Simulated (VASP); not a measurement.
Wanted: the native input for a VASP 6.6.1 run.

* Task: single point
* Functional: PBEsol
* Potentials or basis: VASP PAW PBE potentials, release 64 (Ca_sv)
* Cutoff: 520 eV
* k mesh: 14 × 14 × 14
* Occupations: gaussian, width 0.15 eV
* Spin: no spin polarisation
* Dipole correction: no
* Further INCAR settings: ALGO = Fast; EDIFF = 1e-06; NBANDS = 11

The structure of Ca lies in POSCAR:

```
Ca
1.0
    0.0000000000      2.7103740000      2.7522870000
    2.7103740000      0.0000000000      2.7522870000
    2.7103740000      2.7103740000      0.0000000000
Ca
1
Direct
    0.0000000000      0.0000000000      0.0000000000
```

This cell differs from its parent crystal: strain -0.030 along x and y, -0.015 along z.

The input as run:

INCAR

```
  PREC = Accurate
  ENCUT = 520
  EDIFF = 1E-6
  ISMEAR = 0
  SIGMA = 0.15
  LREAL = F
  LASPH = T
  NELM = 80
  ALGO = Fast
  ISIF = 2
  LWAVE = F
  LCHARG = T
  GGA = PS
  LELF = T
  LVHAR = T
  NBANDS = 11
```

KPOINTS

```
Automatic mesh
0
Gamma
  14 14 14
```

Potentials or basis: VASP PAW PBE potentials, release 64 (Ca_sv).

Run with:

```sh
$ cat potpaw_PBE.64/Ca_sv/POTCAR > POTCAR
$ mpirun -np 1 vasp_std > vasp.out
```

Results of the run:

```yaml
Pressure: 0.1 GPa
Band_gap_on_the_k_mesh: zero (band 5 reaches 2.20 eV, above the bottom of band 6 at 1.94 eV)
```

Caveat: the cell differs from its parent crystal (strain -0.030 along x and y, -0.015 along z); the PAW data sets were made with another functional, which shifts forces and pressure a little.

Run time: 2.4 min on 1 thread of Intel(R) Xeon(R) Platinum 8259CL CPU @ 2.50GHz (Skylake/Cascade Lake), on a shared host, peak memory 0.24 GiB.
